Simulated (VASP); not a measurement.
# HfN (Fm-3m) in VASP: notebook

The runs below take HfN through single point, relaxation of the atoms, with r2SCAN.

Everything below comes from runs of VASP 6.6.1. Logs are shortened: lines on timing, memory, paths and dates and some standing lists are left out, and cuts for length are marked.

**1. The cell of the first run**

Symmetry: Fm-3m, No. 225, cubic system. The conventional cell has a = 4.465 Å, b = 4.465 Å, c = 4.465 Å, α = 90.00°, β = 90.00°, γ = 90.00°. Within 3.0 Å of Hf (site symmetry m-3m) lie 6 N at 2.23 Å. N (site symmetry m-3m) has 6 Hf at 2.23 Å within 3.0 Å.

**2. Single point, r2SCAN**

Input file POSCAR:

```
HfN
1.0
    0.0000000000      2.2323579100      2.2323579100
    2.2323579100      0.0000000000      2.2323579100
    2.2323579100      2.2323579100      0.0000000000
Hf N
1 1
Direct
    0.0000000000      0.0000000000      0.0000000000
    0.5000000000      0.5000000000      0.5000000000
```

Input file INCAR.step1:

```
SYSTEM = HfN
PREC = Accurate ; ENCUT = 520
ISMEAR = -1 ; SIGMA = 0.1
LREAL = .False. ; LASPH = .True.
NELM = 80 ; NBANDS = 14
GGA = PE ; ALGO = Normal
EDIFF = 1E-4 ; LWAVE = .True.
LCHARG = .False.
```

Input file INCAR.step2:

```
SYSTEM = HfN
PREC = Accurate ; ENCUT = 520
EDIFF = 1E-7 ; ISMEAR = -1
SIGMA = 0.1 ; LREAL = .False.
LASPH = .True. ; NELM = 80
ALGO = Normal ; ISIF = 2
LWAVE = .False. ; LCHARG = .False.
METAGGA = R2SCAN ; LMIXTAU = .True.
NBANDS = 14 ; ISTART = 1
```

Input file KPOINTS:

```
Automatic mesh
0
Gamma
  13 13 13
  0 0 0
```

Potentials or basis: VASP PAW PBE potentials, release 64 (Hf_pv, N).

Run with:

```sh
cat potpaw_PBE.64/Hf_pv/POTCAR potpaw_PBE.64/N/POTCAR > POTCAR
cp INCAR.step1 INCAR
mpirun -np 1 vasp_std > vasp.out
cp INCAR.step2 INCAR
mpirun -np 1 vasp_std > vasp.out
```

OUTCAR:

```text
SYSTEM = HfN
   PREC = Accurate
   ENCUT = 520
   EDIFF = 1E-7
   ISMEAR = -1
   LREAL = .False.
   LASPH = .True.
   NELM = 80
   ISIF = 2
   METAGGA = R2SCAN
   ISTART = 1

 ion  position               nearest neighbor table
   1  0.000  0.000  0.000-   2 2.23   2 2.23   2 2.23   2 2.23   2 2.23   2 2.23
   2  0.500  0.500  0.500-   1 2.23   1 2.23   1 2.23   1 2.23   1 2.23   1 2.23

  LATTYP: Found a face centered cubic cell.
 ALAT       =     4.4647158200

  Lattice vectors:

 A1 = (   0.0000000000,   2.2323579100,   2.2323579100)
 A2 = (   2.2323579100,   0.0000000000,   2.2323579100)
 A3 = (   2.2323579100,   2.2323579100,   0.0000000000)

Analysis of symmetry for initial positions (statically):
=====================================================================
 Subroutine PRICEL returns:
 Original cell was already a primitive cell.

 Routine SETGRP: Setting up the symmetry group for a
 face centered cubic supercell.

 Subroutine GETGRP returns: Found 48 space group operations
 (whereof 48 operations were pure point group operations)
 out of a pool of 48 trial point group operations.

The static configuration has the point symmetry O_h .

Analysis of symmetry for dynamics (positions and initial velocities):
=====================================================================
 Subroutine PRICEL returns:
 Original cell was already a primitive cell.

 Routine SETGRP: Setting up the symmetry group for a
 face centered cubic supercell.

 Subroutine GETGRP returns: Found 48 space group operations
 (whereof 48 operations were pure point group operations)
 out of a pool of 48 trial point group operations.

The dynamic configuration has the point symmetry O_h .

 Subroutine INISYM returns: Found 48 space group operations
 (whereof 48 operations are pure point group operations),
 and found     1 'primitive' translations

----------------------------------------------------------------------------------------

                                     Primitive cell

  volume of cell :      22.2496

  direct lattice vectors                    reciprocal lattice vectors
     0.000000000  2.232357910  2.232357910    -0.223978421  0.223978421  0.223978421
     2.232357910  0.000000000  2.232357910     0.223978421 -0.223978421  0.223978421
     2.232357910  2.232357910  0.000000000     0.223978421  0.223978421 -0.223978421

  length of vectors
     3.157030832  3.157030832  3.157030832     0.387942005  0.387942005  0.387942005

  position of ions in fractional coordinates (direct lattice)
     0.000000000  0.000000000  0.000000000
     0.500000000  0.500000000  0.500000000

  ion indices of the primitive-cell ions
   primitive index   ion index
                 1           1
                 2           2

----------------------------------------------------------------------------------------

 KPOINTS: Automatic mesh

Automatic generation of k-mesh.
 Grid dimensions read from file:
 generate k-points for:   13   13   13

 Generating k-lattice:

  Cartesian coordinates                     Fractional coordinates (reciprocal lattice)
    -0.017229109  0.017229109  0.017229109     0.076923077  0.000000000  0.000000000
     0.017229109 -0.017229109  0.017229109     0.000000000  0.076923077  0.000000000
     0.017229109  0.017229109 -0.017229109     0.000000000  0.000000000  0.076923077

  Length of vectors
     0.029841693  0.029841693  0.029841693

  Shift w.r.t. Gamma in fractional coordinates (k-lattice)
     0.000000000  0.000000000  0.000000000

 Subroutine IBZKPT returns following result:
 ===========================================

 Found     84 irreducible k-points:

 Following reciprocal coordinates:
            Coordinates               Weight
  0.000000  0.000000  0.000000      1.000000
  0.076923  0.000000  0.000000      8.000000
  0.153846  0.000000  0.000000      8.000000
  0.230769  0.000000  0.000000      8.000000
  0.307692  0.000000  0.000000      8.000000
  0.384615  0.000000  0.000000      8.000000
[... 16 lines left out ...]
  0.384615  0.153846  0.000000     24.000000
  0.461538  0.153846  0.000000     24.000000
 [... further k-points ...]
   k-points           NKPTS =     84   k-points in BZ     NKDIM =     84   number of bands    NBANDS=     14
   number of dos      NEDOS =    301   number of ions     NIONS =      2
   total plane-waves  NPLWV =  13824
   dimension x,y,z NGX =    24 NGY =   24 NGZ =   24
   dimension x,y,z NGXF=    48 NGYF=   48 NGZF=   48
   ions per type =               1   1
   NGX,Y,Z   is equivalent  to a cutoff of  12.64, 12.64, 12.64 a.u.
   NGXF,Y,Z  is equivalent  to a cutoff of  25.28, 25.28, 25.28 a.u.
 SYSTEM =  HfN
   PREC   = accura    normal or accurate (medium, high low for compatibility)
   ISTART =      1    job   : 0-new  1-cont  2-samecut
   ICHARG =      0    charge: 1-file 2-atom 10-const
   ISPIN  =      1    spin polarized calculation?
   LNONCOLLINEAR =      F non collinear calculations
   LSORBIT =      F    spin-orbit coupling
   LASPH  =      T    aspherical Exc in radial PAW
   ENCUT  =  520.0 eV  38.22 Ry    6.18 a.u.   5.87  5.87  5.87*2*pi/ulx,y,z
   NELM   =     80;   NELMIN=  2; NELMDL=  0     # of ELM steps
   EDIFF  = 0.1E-06   stopping-criterion for ELM
   LREAL  =      F    real-space projection
   EDIFFG = 0.1E-05   stopping-criterion for IOM
   NSW    =      0    number of steps for IOM
   IBRION =     -1    ionic relax: 0-MD 1-quasi-New 2-CG
   NFREE  =      0    steps in history (QN), initial steepest desc. (CG)
   ISIF   =      2    stress and relaxation
   ISYM   =      2    0-nonsym 1-usesym 2-fastsym
   POTIM  = 0.5000    time-step for ionic-motion
   TEBEG  =    0.0;   TEEND  =   0.0 temperature during run
   PSTRESS=    0.0 pullay stress
   NELECT =      15.0000    total number of electrons
   NUPDOWN=      -1.0000    fix difference up-down
   EMIN   =  10.00;   EMAX   =-10.00  energy-range for DOS
   EFERMI =   0.00;   METHOD = LEGACY
   ISMEAR =    -1;   SIGMA  =   0.10  broadening in eV -4-tet -1-fermi 0-gaus
   EFERMI_NEDOS =   21; number of points for ismear=-14 and -15
   IALGO  =     38    algorithm
   IMIX   =      4    mixing-type and parameters
     AMIX     =   0.40;   BMIX     =  1.00
     AMIX_MAG =   1.60;   BMIX_MAG =  1.00
  volume/ion in A,a.u.               =      11.12        75.07
  Fermi-wavevector in a.u.,A,eV,Ry     =   1.435483  2.712670 28.036326  2.060612
  Thomas-Fermi vector in A             =   2.554777
   LORBIT       =      0    0 simple, 1 ext, 2 COOP (PROOUT), +10 PAW based schemes
   METAGGA = R2SCAN    functional components
   LHFCALC =     F    Hartree Fock is set to
   AEXX    =    0.0000 exact exchange contribution
   IVDW    =     0    specifies the selected vdW correction
   LEPSILON=     F    determine dielectric tensor
   LRPA    =     F    only Hartree local field effects (RPA)
 non-spin polarized calculation
  energy-cutoff  :      520.00
  volume of cell :       22.25
 maximum number of plane-waves:       610
   NGX = 11   NGY = 11   NGZ = 11

 number of electron      15.0000001 magnetization

 Free energy of the ion-electron system (eV)
  ---------------------------------------------------
  ext. energy  EPLUGINS =         0.00000000
  ---------------------------------------------------
  free energy    TOTEN  =       -58.22347977 eV

  energy without entropy =      -58.20483995  energy(sigma->0) =      -58.21415986

 E-fermi :   8.8859     XC(G=0): -13.7716

 val. band max:        8.7973660164   @ k =  -0.1538   0.2308   0.0769
 cond. band min:       8.9383210205   @ k =   0.1538   0.0000   0.0000
 fundamental gap:      0.1409550041
 Fermi energy:         8.8859494719

 k-point     1 :       0.0000    0.0000    0.0000
  band No.  band energies     occupation
      1     -23.5381      2.00000
      2     -23.5381      2.00000
      3     -23.5381      2.00000
      4     -10.0645      2.00000
      5       5.3792      2.00000
      6       5.3792      2.00000
      7       5.3792      2.00000
      8       8.4933      1.96135
      9       8.4933      1.96135
     10       8.4933      1.96135
     11      10.9496      0.00000
     12      10.9496      0.00000
     13      11.2764      0.00000
     14      18.9969      0.00000

 k-point     2 :       0.0769    0.0000    0.0000
  band No.  band energies     occupation
      1     -23.6088      2.00000
      2     -23.5434      2.00000
      3     -23.5434      2.00000
      4      -9.9166      2.00000
      5       4.7937      2.00000
      6       5.0204      2.00000
      7       5.0204      2.00000
      8       8.6544      1.82023
      9       8.7039      1.72132
     10       8.7039      1.72132
     11      11.4321      0.00000
     12      11.4321      0.00000
     13      11.7055      0.00000
     14      19.4872      0.00000

 k-point     3 :       0.1538    0.0000    0.0000
  band No.  band energies     occupation
      1     -23.7992      2.00000
      2     -23.5581      2.00000
      3     -23.5581      2.00000
      4      -9.5029      2.00000
      5       3.5479      2.00000
      6       4.2504      2.00000
      7       4.2504      2.00000
      8       8.9383      0.74397
      9       9.2496      0.05133
     10       9.2496      0.05133
     11      12.6318      0.00000
     12      12.6318      0.00000
     13      12.7436      0.00000
     14      20.0135      0.00000

 k-point     4 :       0.2308    0.0000    0.0000
  band No.  band energies     occupation
      1     -24.0553      2.00000
      2     -23.5788      2.00000
      3     -23.5787      2.00000
      4      -8.9023      2.00000
      5       2.1801      2.00000
      6       3.4422      2.00000
      7       3.4422      2.00000
      8       9.3558      0.01805
      9      10.0534      0.00002
     10      10.0534      0.00002
     11      13.9212      0.00000
     12      14.1647      0.00000
     13      14.1647      0.00000
     14      20.0134      0.00000

 k-point     5 :       0.3077    0.0000    0.0000
  band No.  band energies     occupation
      1     -24.3133      2.00000
      2     -23.6005      2.00000
      3     -23.6005      2.00000
      4      -8.2252      2.00000
      5       0.9266      2.00000
      6       2.7645      2.00000
      7       2.7645      2.00000
      8      10.0299      0.00002
      9      11.0386      0.00000
     10      11.0386      0.00000
     11      14.7634      0.00000
[... 276 lines left out ...]
 k-point    22 :       0.3077    0.1538    0.0000
  band No.  band energies     occupation
      1     -24.1523      2.00000
      2     -23.6763      2.00000
      3     -23.6632      2.00000
      4      -8.6002      2.00000
      5       1.2990      2.00000
      6       3.3926      2.00000
      7       3.8125      2.00000
      8       7.7023      1.99999
      9      11.8009      0.00000
     10      11.8782      0.00000
     11      13.3284      0.00000
     12      13.4891      0.00000
     13      17.4244      0.00000
     14      20.0134      0.00000

 k-point    23 :       0.3846    0.1538    0.0000
  band No.  band energies     occupation
      1     -24.3495      2.00000
      2     -23.7021      2.00000
      3     -23.6921      2.00000
      4      -8.1316      2.00000
      5       0.7431      2.00000
      6       2.6937      2.00000
      7       3.1941      2.00000
      8       8.4357      1.97808
      9      12.5926      0.00000
     10      12.7071      0.00000
     11      14.4852      0.00000
     12      14.7974      0.00000
     13      18.0734      0.00000
     14      20.0132      0.00000

 k-point    24 :       0.4615    0.1538    0.0000
  band No.  band energies     occupation
      1     -24.4900      2.00000
      2     -23.7461      2.00000
      3     -23.6921      2.00000
      4      -7.7450      2.00000
      5       0.2694      2.00000
      6       2.3278      2.00000
      7       2.6834      2.00000
      8       9.4494      0.00712
      9      12.9230      0.00000
     10      13.1625      0.00000
     11      15.1505      0.00000
     12      16.3391      0.00000
     13      18.4165      0.00000
     14      20.0129      0.00000

 [... further k-points ...]
[... 5 lines left out ...]
  --------------------------------------------------------------------------------------
  -------------------------------------------------------------------------------------
  Total        1.3509819      1.3509819      1.3509819     -0.0000000      0.0000000      0.0000000
  in kB       97.2833742     97.2833742     97.2833742     -0.0000000      0.0000000      0.0000000
  external PRESSURE =      97.2833742 kB  Pullay stress =       0.0000000 kB

 VOLUME and BASIS-vectors are now :
 -----------------------------------------------------------------------------
  energy-cutoff  :      520.00
  volume of cell :       22.25
      direct lattice vectors                 reciprocal lattice vectors
     0.000000000  2.232357910  2.232357910    -0.223978421  0.223978421  0.223978421
     2.232357910  0.000000000  2.232357910     0.223978421 -0.223978421  0.223978421
     2.232357910  2.232357910  0.000000000     0.223978421  0.223978421 -0.223978421

 POSITION                                       TOTAL-FORCE (eV/Angst)
 -----------------------------------------------------------------------------------
      0.00000      0.00000      0.00000        -0.000000     -0.000000      0.000000
      2.23236      2.23236      2.23236         0.000000      0.000000     -0.000000
 -----------------------------------------------------------------------------------
    total drift:                                0.000000     -0.000000     -0.000000

  FREE ENERGIE OF THE ION-ELECTRON SYSTEM (eV)
  ---------------------------------------------------
  free  energy   TOTEN  =       -58.2234797653 eV

  energy  without entropy=      -58.2048399549  energy(sigma->0) =      -58.21415986
```

Run time: 54 s. Hardware: 1 thread of Intel Xeon Platinum 8488C (Sapphire Rapids), shared host; peak memory 0.16 GiB.

Results:

```
Free energy : -58.2235 eV
Pressure    : 9.7 GPa
```

Caveat: the PAW data sets were made with another functional, which shifts forces and pressure a little; spin-orbit coupling is left out, which moves the levels of the heavy elements.

**3. Relaxation of the atoms, r2SCAN**

POSCAR is that of step 2.

Input file INCAR.step1:

```
SYSTEM = HfN
ALGO = Normal
EDIFF = 1E-4
ENCUT = 520
GGA = PE
ISMEAR = -1
LASPH = .TRUE.
LCHARG = .FALSE.
LREAL = .FALSE.
LWAVE = .TRUE.
NELM = 100
PREC = Accurate
SIGMA = 0.1
```

Input file INCAR.step2:

```
SYSTEM = HfN
ALGO = Normal
EDIFF = 1E-6
EDIFFG = -0.01
ENCUT = 520
IBRION = 2
ISIF = 2
ISMEAR = -1
ISTART = 1
LASPH = .TRUE.
LCHARG = .FALSE.
LMIXTAU = .TRUE.
LREAL = .FALSE.
LWAVE = .FALSE.
METAGGA = R2SCAN
NELM = 100
NSW = 50
PREC = Accurate
SIGMA = 0.1
```

Input file KPOINTS:

```
k-points
0
G
  13 13 13
  0 0 0
```

Potentials or basis: VASP PAW PBE potentials, release 64 (Hf_pv, N).

Run with:

```sh
cat potpaw_PBE.64/Hf_pv/POTCAR potpaw_PBE.64/N/POTCAR > POTCAR
cp INCAR.step1 INCAR
mpirun -np 1 vasp_std > vasp.out
cp INCAR.step2 INCAR
mpirun -np 1 vasp_std > vasp.out
```

Wall time 40 s (1 thread of Intel Xeon Platinum 8488C (Sapphire Rapids), shared host); peak memory 0.16 GiB.

Results (log left out):

- Free energy: -58.2235 eV
- Pressure after relaxing: 9.7 GPa

Final structure:
```
Hf N
1.0
     0.00000    2.23236    2.23236
     2.23236    0.00000    2.23236
     2.23236    2.23236    0.00000
Hf N
1 1
Direct
  0.00000 0.00000 0.00000
  0.50000 0.50000 0.50000
```

Levels at points of the mesh, in eV from the Fermi level:
```
           k point  band 4  band 5  band 6  band 7  band 8  band 9  band 10  band 11
(0.00, 0.00, 0.00)  -18.95   -3.51   -3.51   -3.51   -0.39   -0.39    -0.39     2.39
```

Caveat: the relaxation stopped at its first step, so nothing moved; the PAW data sets were made with another functional, which shifts forces and pressure a little; spin-orbit coupling is left out, which moves the levels of the heavy elements.
